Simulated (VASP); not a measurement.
# Rb2As (P4/mmm) in VASP: a series of runs

The runs below take Rb2As through relaxation of cell and atoms, single point, with PBE+D3(BJ).

Program: VASP 6.6.1. These are calculated values, not measurements. Logs are shortened: lines on timing, memory, paths and dates and some standing lists are left out, and cuts for length are marked.

### Step 1. The cell of the first run

The structure is tetragonal, space group P4/mmm (No. 123). The conventional cell has a = 4.120 Å, b = 4.120 Å, c = 7.756 Å, α = 90.00°, β = 90.00°, γ = 90.00°. Within 4.5 Å of Rb (site symmetry 4mm) lie 4 As at 3.45 Å and 6 Rb at 3.71 to 4.12 Å. As (site symmetry 4/mmm) has 8 Rb at 3.45 Å and 4 As at 4.12 Å within 4.5 Å.

### Step 2. Relaxation of cell and atoms, PBE+D3(BJ)

Input file INCAR:

```
SYSTEM = Rb2As
PREC = Accurate
ENCUT = 600
EDIFF = 1E-6
ISMEAR = 0
SIGMA = 0.1
LREAL = .False.
LASPH = .True.
NELM = 100
ALGO = Normal
ISIF = 3
LWAVE = .False.
LCHARG = .False.
GGA = PE
IVDW = 12
IBRION = 2
NSW = 100
EDIFFG = -0.01
```

Input file KPOINTS:

```
regular mesh
0
Gamma
  12 12 6
  0 0 0
```

Input file POSCAR:

```
Rb2As
1.0
    4.1200286875      0.0000000000      0.0000000000
    0.0000000000      4.1200286875      0.0000000000
    0.0000000000      0.0000000000      7.7564027623
Rb As
2 1
Direct
    0.5000000000      0.5000000000      0.7605528980
    0.5000000000      0.5000000000      0.2394471020
    0.0000000000      0.0000000000      0.0000000000
```

Potentials or basis: VASP PAW PBE potentials, release 64 (Rb_sv, As).

Launch:

```sh
cat potpaw_PBE.64/Rb_sv/POTCAR potpaw_PBE.64/As/POTCAR > POTCAR
mpirun -np 1 vasp_std > vasp.out
```

OUTCAR:

```text
SYSTEM = Rb2As
   PREC = Accurate
   ENCUT = 600
   EDIFF = 1E-6
   ISMEAR = 0
   LREAL = .False.
   LASPH = .True.
   NELM = 100
   ISIF = 3
   GGA = PE
   IVDW = 12
   IBRION = 2
   NSW = 100
   EDIFFG = -0.01
 IVDW          = 12

 ion  position               nearest neighbor table
   1  0.500  0.500  0.761-   3 3.45   3 3.45   3 3.45   3 3.45   2 3.71   2 4.04   2 5.55   2 5.55
                             2 5.55   2 5.55   2 5.77   2 5.77   2 5.77   2 5.77
   2  0.500  0.500  0.239-   3 3.45   3 3.45   3 3.45   3 3.45   1 3.71   1 4.04   1 5.55   1 5.55
                             1 5.55   1 5.55   1 5.77   1 5.77   1 5.77   1 5.77
   3  0.000  0.000  0.000-   1 3.45   2 3.45   1 3.45   2 3.45   1 3.45   2 3.45   1 3.45   2 3.45

  LATTYP: Found a simple tetragonal cell.
 ALAT       =     4.1200286875
 C/A-ratio  =     1.8826089211

  Lattice vectors:

 A1 = (   4.1200286875,   0.0000000000,   0.0000000000)
 A2 = (   0.0000000000,   4.1200286875,   0.0000000000)
 A3 = (   0.0000000000,   0.0000000000,   7.7564027623)

Analysis of symmetry for initial positions (statically):
=====================================================================
 Subroutine PRICEL returns:
 Original cell was already a primitive cell.

 Routine SETGRP: Setting up the symmetry group for a
 simple tetragonal supercell.

 Subroutine GETGRP returns: Found 16 space group operations
 (whereof 16 operations were pure point group operations)
 out of a pool of 16 trial point group operations.

The static configuration has the point symmetry D_4h.

Analysis of symmetry for dynamics (positions and initial velocities):
=====================================================================
 Subroutine PRICEL returns:
 Original cell was already a primitive cell.

 Routine SETGRP: Setting up the symmetry group for a
 simple tetragonal supercell.

 Subroutine GETGRP returns: Found 16 space group operations
 (whereof 16 operations were pure point group operations)
 out of a pool of 16 trial point group operations.

The dynamic configuration has the point symmetry D_4h.

 Subroutine INISYM returns: Found 16 space group operations
 (whereof 16 operations are pure point group operations),
 and found     1 'primitive' translations

----------------------------------------------------------------------------------------

                                     Primitive cell

  volume of cell :     131.6621

  direct lattice vectors                    reciprocal lattice vectors
     4.120028687  0.000000000  0.000000000     0.242716757  0.000000000  0.000000000
     0.000000000  4.120028687  0.000000000     0.000000000  0.242716757  0.000000000
     0.000000000  0.000000000  7.756402762     0.000000000  0.000000000  0.128925744

  length of vectors
     4.120028687  4.120028687  7.756402762     0.242716757  0.242716757  0.128925744

  position of ions in fractional coordinates (direct lattice)
     0.500000000  0.500000000  0.760552898
     0.500000000  0.500000000  0.239447102
     0.000000000  0.000000000  0.000000000

  ion indices of the primitive-cell ions
   primitive index   ion index
                 1           1
                 2           2
                 3           3

----------------------------------------------------------------------------------------

 KPOINTS: regular mesh

Automatic generation of k-mesh.
 Grid dimensions read from file:
 generate k-points for:   12   12    6

 Generating k-lattice:

  Cartesian coordinates                     Fractional coordinates (reciprocal lattice)
     0.020226396  0.000000000  0.000000000     0.083333333  0.000000000  0.000000000
     0.000000000  0.020226396  0.000000000     0.000000000  0.083333333  0.000000000
     0.000000000  0.000000000  0.021487624     0.000000000  0.000000000  0.166666667

  Length of vectors
     0.020226396  0.020226396  0.021487624

  Shift w.r.t. Gamma in fractional coordinates (k-lattice)
     0.000000000  0.000000000  0.000000000

 Subroutine IBZKPT returns following result:
 ===========================================

 Found    112 irreducible k-points:

 Following reciprocal coordinates:
            Coordinates               Weight
  0.000000  0.000000  0.000000      1.000000
  0.083333  0.000000  0.000000      4.000000
  0.166667  0.000000  0.000000      4.000000
  0.250000  0.000000  0.000000      4.000000
  0.333333  0.000000  0.000000      4.000000
  0.416667  0.000000  0.000000      4.000000
[... 16 lines left out ...]
  0.333333  0.333333  0.000000      4.000000
  0.416667  0.333333  0.000000      8.000000
 [... further k-points ...]
   k-points           NKPTS =    112   k-points in BZ     NKDIM =    112   number of bands    NBANDS=     15
   number of dos      NEDOS =    301   number of ions     NIONS =      3
   total plane-waves  NPLWV =  82944
   dimension x,y,z NGX =    36 NGY =   36 NGZ =   64
   dimension x,y,z NGXF=    72 NGYF=   72 NGZF=  128
   ions per type =               2   1
   NGX,Y,Z   is equivalent  to a cutoff of  14.53, 14.53, 13.72 a.u.
   NGXF,Y,Z  is equivalent  to a cutoff of  29.05, 29.05, 27.43 a.u.
 SYSTEM =  Rb2As
   PREC   = accura    normal or accurate (medium, high low for compatibility)
   ISTART =      0    job   : 0-new  1-cont  2-samecut
   ICHARG =      2    charge: 1-file 2-atom 10-const
   ISPIN  =      1    spin polarized calculation?
   LNONCOLLINEAR =      F non collinear calculations
   LSORBIT =      F    spin-orbit coupling
   LASPH  =      T    aspherical Exc in radial PAW
   ENCUT  =  600.0 eV  44.10 Ry    6.64 a.u.   8.23  8.23 15.49*2*pi/ulx,y,z
   NELM   =    100;   NELMIN=  2; NELMDL= -5     # of ELM steps
   EDIFF  = 0.1E-05   stopping-criterion for ELM
   LREAL  =      F    real-space projection
   EDIFFG = -.1E-01   stopping-criterion for IOM
   NSW    =    100    number of steps for IOM
   IBRION =      2    ionic relax: 0-MD 1-quasi-New 2-CG
   NFREE  =      1    steps in history (QN), initial steepest desc. (CG)
   ISIF   =      3    stress and relaxation
   ISYM   =      2    0-nonsym 1-usesym 2-fastsym
   POTIM  = 0.5000    time-step for ionic-motion
   TEBEG  =    0.0;   TEEND  =   0.0 temperature during run
   PSTRESS=    0.0 pullay stress
   NELECT =      23.0000    total number of electrons
   NUPDOWN=      -1.0000    fix difference up-down
   EMIN   =  10.00;   EMAX   =-10.00  energy-range for DOS
   EFERMI =   0.00;   METHOD = LEGACY
   ISMEAR =     0;   SIGMA  =   0.10  broadening in eV -4-tet -1-fermi 0-gaus
   EFERMI_NEDOS =   21; number of points for ismear=-14 and -15
   IALGO  =     38    algorithm
   IMIX   =      4    mixing-type and parameters
     AMIX     =   0.40;   BMIX     =  1.00
     AMIX_MAG =   1.60;   BMIX_MAG =  1.00
  volume/ion in A,a.u.               =      43.89       296.17
  Fermi-wavevector in a.u.,A,eV,Ry     =   0.915160  1.729402 11.395129  0.837518
  Thomas-Fermi vector in A             =   2.039870
   LORBIT       =      0    0 simple, 1 ext, 2 COOP (PROOUT), +10 PAW based schemes
   GGA     = PE    functional components
   LHFCALC =     F    Hartree Fock is set to
   AEXX    =    0.0000 exact exchange contribution
   IVDW    =    12    specifies the selected vdW correction
   LEPSILON=     F    determine dielectric tensor
   LRPA    =     F    only Hartree local field effects (RPA)
 conjugate gradient relaxation of ions
 non-spin polarized calculation
 Gauss-broadening in eV      SIGMA  =   0.10
  energy-cutoff  :      600.00
  volume of cell :      131.66
 maximum number of plane-waves:      4424
 NGX is ok and might be reduce to    36
   NGX = 17   NGY = 17   NGZ = 31

--------------------------------------- Ionic step        1  -------------------------------------------

 number of electron      23.0000000 magnetization

 Free energy of the ion-electron system (eV)
  ---------------------------------------------------
  ext. energy  EPLUGINS =         0.00000000
  ---------------------------------------------------
  free energy    TOTEN  =        -6.76111531 eV

  energy without entropy =       -6.75476998  energy(sigma->0) =       -6.75794264

------------------------ aborting loop because EDIFF is reached ----------------------------------------

 Edisp (eV)   -0.62499

 E8    (eV) :    -0.3267

  FORCE on cell =-STRESS in cart. coord.  units (eV):
  Direction    XX          YY          ZZ          XY          YZ          ZX
  --------------------------------------------------------------------------------------
  -------------------------------------------------------------------------------------
  Total       0.13002     0.13002     0.35815     0.00000     0.00000    -0.00000
  in kB       1.58225     1.58225     4.35824     0.00000     0.00000    -0.00000
  external pressure =        2.51 kB  Pullay stress =        0.00 kB
[... 100 lines left out ...]
  FREE ENERGIE OF THE ION-ELECTRON SYSTEM (eV)
  ---------------------------------------------------
  free  energy   TOTEN  =        -7.3888109070 eV

  energy  without entropy=       -7.3824932467  energy(sigma->0) =       -7.38565208

[... ionic steps 4 to 8 ...]

--------------------------------------- Ionic step        9  -------------------------------------------

 number of electron      23.0000000 magnetization

------------------------ aborting loop because EDIFF is reached ----------------------------------------

 Edisp (eV)   -0.59857

 E8    (eV) :    -0.3133
[... 71 lines left out ...]
  energy  without entropy=       -7.3866592842  energy(sigma->0) =       -7.38997134

--------------------------------------- Ionic step       11  -------------------------------------------

 number of electron      23.0000001 magnetization

 Free energy of the ion-electron system (eV)
  ---------------------------------------------------
  ext. energy  EPLUGINS =         0.00000000
  ---------------------------------------------------
  free energy    TOTEN  =        -6.79334528 eV

  energy without entropy =       -6.78669391  energy(sigma->0) =       -6.79001960

 E-fermi :   0.9236     XC(G=0):  -6.9563

 val. band max:        0.9001513481   @ k =   0.5000   0.1667   0.5000
 cond. band min:       1.0206579403   @ k =   0.0833   0.0833   0.3333
 fundamental gap:      0.1205065922
 Fermi energy:         0.9236289988

 k-point     1 :       0.0000    0.0000    0.0000
  band No.  band energies     occupation
      1     -26.7031      2.00000
      2     -26.6724      2.00000
      3     -11.2730      2.00000
      4     -10.7110      2.00000
      5     -10.6618      2.00000
      6     -10.6618      2.00000
      7     -10.6075      2.00000
      8     -10.6075      2.00000
      9      -8.2548      2.00000
     10      -0.5729      2.00000
     11       0.4328      2.00000
     12       1.4861      0.00000
     13       1.4861      0.00000
     14       4.0125      0.00000
     15       4.0812      0.00000
[... 397 lines left out ...]
 k-point    24 :       0.4167    0.3333    0.0000
  band No.  band energies     occupation
      1     -26.6690      2.00000
      2     -26.6402      2.00000
      3     -11.0708      2.00000
      4     -10.9994      2.00000
      5     -10.8982      2.00000
      6     -10.8873      2.00000
      7     -10.8184      2.00000
      8     -10.6522      2.00000
      9      -7.9092      2.00000
     10      -0.3754      2.00000
     11      -0.0474      2.00000
     12       0.2977      2.00000
     13       2.4268      0.00000
     14       3.6103      0.00000
     15       4.4941      0.00000

 [... further k-points ...]

------------------------ aborting loop because EDIFF is reached ----------------------------------------

 Edisp (eV)   -0.59996

 E8    (eV) :    -0.3140

  FORCE on cell =-STRESS in cart. coord.  units (eV):
  Direction    XX          YY          ZZ          XY          YZ          ZX
  --------------------------------------------------------------------------------------
  -------------------------------------------------------------------------------------
  Total       0.02879     0.02879    -0.00447     0.00000     0.00000     0.00000
  in kB       0.33375     0.33375    -0.05176     0.00000     0.00000     0.00000
  external pressure =        0.21 kB  Pullay stress =        0.00 kB
[... 18 lines left out ...]
  FREE ENERGIE OF THE ION-ELECTRON SYSTEM (eV)
  ---------------------------------------------------
  free  energy   TOTEN  =        -7.3933085234 eV

  energy  without entropy=       -7.3866571504  energy(sigma->0) =       -7.38998284

 reached required accuracy - stopping structural energy minimisation
```

Run time: 9 min. Hardware: 1 thread of Intel Xeon 6975P-C (Granite Rapids), shared host; peak memory 0.5 GiB.

Results:

| Property | Result |
| --- | --- |
| Free energy | -7.3933 eV |
| Relaxed volume | 46.08 Å³/atom |
| Relaxed cell | a = 4.118 Å, b = 4.118 Å, c = 8.153 Å, α = 90.00°, β = 90.00°, γ = 90.00° |
| Space group after relaxing (to 0.05 Å) | P4/mmm (No. 123) |
| Energy gained by relaxing | 2.4 meV/atom |
| Ionic steps | 11 |
| Pressure after relaxing | 0.0 GPa |
| Dispersion energy per atom | -0.200 eV |

Step by step:
```tsv
step	energy change (eV)	largest force (eV/Å)	pressure (GPa)	volume (Å³)
1	0.0000	0.0141	0.25	131.66
2	-0.0020	0.0184	0.11	132.97
3	-0.0027	0.0580	-0.05	134.61
4	-0.0027	0.0538	-0.03	134.44
5	-0.0034	0.0518	-0.02	134.56
6	-0.0048	0.0470	0.01	134.90
7	-0.0056	0.0364	0.06	135.54
8	-0.0063	0.0326	0.02	136.59
9	-0.0069	0.0252	-0.05	138.61
10	-0.0072	0.0089	0.04	138.11
11	-0.0072	0.0006	0.02	138.23
```

Final structure:
```
Rb As
1.0
     4.11760    0.00000    0.00000
     0.00000    4.11760    0.00000
     0.00000    0.00000    8.15272
Rb As
2 1
Cartesian
  2.0588 2.0588 6.2641
  2.0588 2.0588 1.8886
  4.1176 0.0000 8.1527
```

Caveat: pairwise dispersion overbinds metals, which lowers pressure and volume.

### Step 3. Single point, PBE+D3(BJ)

Input file INCAR:

```
PREC = Accurate
ENCUT = 520
EDIFF = 1E-7
ISMEAR = 0
SIGMA = 0.1
LREAL = False
LASPH = True
NELM = 100
ALGO = Normal
ISIF = 2
LWAVE = False
LCHARG = False
GGA = PE
IVDW = 12
NBANDS = 18
```

Input file KPOINTS:

```
Automatic mesh
0
Gamma
  4 4 4
```

POSCAR is that of step 2.

Potentials or basis: VASP PAW PBE potentials, release 64 (Rb_sv, As).

Launch:

```sh
cat potpaw_PBE.64/Rb_sv/POTCAR potpaw_PBE.64/As/POTCAR > POTCAR
mpirun -np 1 vasp_std > vasp.out
```

It took 21 s on 1 thread of Intel Xeon 6975P-C (Granite Rapids), shared host; peak memory 0.25 GiB.

Results (log left out):

- Free energy: -7.4887 eV
- Pressure: 0.0 GPa
- Largest force: 0.011 eV/Å
- Dispersion energy per atom: -0.208 eV

Forces in eV/Å, atoms in the order of the input:
```
Rb   0.000  0.000  0.011
Rb   0.000  0.000 -0.011
As   0.000  0.000  0.000
```

Stress tensor (GPa, compression positive):
```
-0.03  0.00  0.00
 0.00 -0.03  0.00
 0.00  0.00  0.20
```

Levels at points of the mesh, in eV from the Fermi level:
| k point | band 8 | band 9 | band 10 | band 11 | band 12 | band 13 | band 14 | band 15 |
| --- | --- | --- | --- | --- | --- | --- | --- | --- |
| (0.00, 0.00, 0.00) | -11.27 | -8.90 | -1.21 | -0.15 | 0.84 | 0.84 | 3.27 | 3.46 |
| (0.50, 0.00, 0.00) | -11.24 | -8.53 | -1.53 | -0.05 | 0.91 | 1.40 | 2.47 | 3.33 |
| (0.50, 0.50, 0.00) | -11.27 | -8.55 | -1.01 | -1.01 | -0.47 | 2.63 | 3.04 | 3.28 |
| (0.00, 0.00, 0.50) | -11.30 | -8.86 | -1.64 | 0.86 | 0.86 | 1.17 | 2.46 | 3.53 |
| (0.50, 0.00, 0.50) | -11.26 | -8.52 | -1.40 | -0.12 | 0.91 | 1.73 | 1.80 | 4.37 |
| (0.50, 0.50, 0.50) | -11.48 | -8.55 | -0.99 | -0.99 | -0.59 | 3.25 | 3.25 | 4.11 |

Caveat: the k points lie up to 0.38 Å⁻¹ apart; pairwise dispersion overbinds metals, which lowers pressure and volume.
